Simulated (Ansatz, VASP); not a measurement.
Mg3S2O in VASP and in Ansatz

Contents of INCAR:

```
SYSTEM = Mg3S2O
PREC = Accurate
ENCUT = 600
EDIFF = 1E-6
ISMEAR = 0
SIGMA = 0.1
LREAL = .FALSE.
LASPH = .TRUE.
NELM = 100
ALGO = Normal
ISIF = 3
LWAVE = .FALSE.
LCHARG = .FALSE.
GGA = PE
IBRION = 2
NSW = 100
EDIFFG = -0.01
```

File KPOINTS:

```
regular mesh
0
G
  8 8 8
  0 0 0
```

Contents of POSCAR:

```
Mg3S2O
1.0
    5.4234640421      0.0000000000      0.0000000000
    0.0000000000      5.4234640421      0.0000000000
    0.0000000000      0.0000000000      4.4563073056
Mg S O
3 2 1
Direct
    0.0000000000      0.5000000000      0.5000000000
    0.5000000000      0.0000000000      0.5000000000
    0.5000000000      0.5000000000      0.5000000000
    0.5000000000      0.5000000000      0.0000000000
    0.0000000000      0.0000000000      0.5000000000
    0.0000000000      0.0000000000      0.0000000000
```

Input for Ansatz:

```yaml
crystal:
  lattice:
    - [5.4234640421, 0.0, 0.0]
    - [0.0, 5.4234640421, 0.0]
    - [0.0, 0.0, 4.4563073056]
  atoms:
    - { symbol: Mg, position: [0.0, 0.5, 0.5] }
    - { symbol: Mg, position: [0.5, 0.0, 0.5] }
    - { symbol: Mg, position: [0.5, 0.5, 0.5] }
    - { symbol: S, position: [0.5, 0.5, 0.0] }
    - { symbol: S, position: [0.0, 0.0, 0.5] }
    - { symbol: O, position: [0.0, 0.0, 0.0] }
basis:
  ecutwfc: 420
kpoints:
  mp_grid: { grid: [8, 8, 8] }
hamiltonian:
  xc: pbe
scf:
  occupations: { method: gaussian, width: 0.1 }
output:
  forces: true
  stress: true
  eigenvalues: true
  write_density: true
  write_potential: true
  elf: true
  volumetric_format: npy
relax:
  adjacent_minimum: "off"
  f_tol: 0.01
  max_steps: 80
  cell: { stress_tol: 0.05 }
```

Alike in both runs: task relaxation of cell and atoms; functional PBE; k mesh 8 × 8 × 8; occupations gaussian, width 0.1 eV; no spin polarisation.

|  | VASP | Ansatz |
| --- | --- | --- |
| version | VASP 6.6.1 | Ansatz 0.2.0 |
| potentials or method | VASP PAW PBE potentials, release 64 (Mg, S, O), cutoff 600 eV | scalar-relativistic, plane waves, PAW |
| valence electrons in the cell | 24 | 48 |

Ansatz gave:

* gap on the k mesh at the Fermi level, each at its own relaxed structure (eV): none
* relaxed volume (Å³/atom): 21.92
* relaxed length of the cell vector where the two differ most in proportion (Å): 5.460

Task: Estimate VASP's values.

Result: gap on the k mesh at the Fermi level, each at its own relaxed structure (eV): none; relaxed volume (Å³/atom): 21.91; relaxed length of the cell vector where the two differ most in proportion (Å): 5.458.

A gap of «none» marks a metal or a gap that the smearing closes. VASP's potentials hold 24 valence electrons a cell and Ansatz's 48, so a difference there can come from the potentials and not from the codes.
